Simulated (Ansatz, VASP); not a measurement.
# Two plane-wave programs on SnO2

```
Sn O
1.0
    -2.07787    2.07787    5.01431
     2.07787   -2.07787    5.01431
     2.07787    2.07787   -5.01431
Sn O
2 4
Direct
  0.75000 0.25000 0.50000
  0.00000 0.00000 0.00000
  0.79617 0.79617 0.00000
  0.95383 0.45383 0.50000
  0.20383 0.20383 0.00000
  0.54617 0.04617 0.50000
```

Alike in both runs: functional LDA; k mesh 10 × 10 × 10; occupations gaussian, width 0.05 eV; no spin polarisation.

Ansatz relaxed the structure, and its values are those at the end. VASP's run is a single point on that final structure, the one shown.

|  | VASP | Ansatz |
| --- | --- | --- |
| version | VASP 6.6.1 | Ansatz 0.2.0 |
| potentials or method | VASP PAW LDA potentials, release 64 (Sn_d, O), cutoff 520 eV | scalar-relativistic, plane waves, PAW |
| valence electrons in the cell | 52 | 52 |

VASP gave:

```
gap on the k mesh at the Fermi level (eV) : 1.25
least direct gap on the mesh (eV)         : 1.61
pressure (GPa)                            : -9.4
rms of the force components (eV/Å)        : 0.033
```

Problem. Estimate Ansatz's values.

Solution. gap on the k mesh at the Fermi level (eV): 1.23; least direct gap on the mesh (eV): 1.60; pressure (GPa): -10.3; rms of the force components (eV/Å): 0.000.

Ansatz warns that its potentials were made for another functional, while VASP's fit it. LDA's correlation is that of Perdew and Zunger in VASP and of Perdew and Wang (1992) in Ansatz. Ansatz's warnings: stress scf threshold loose.
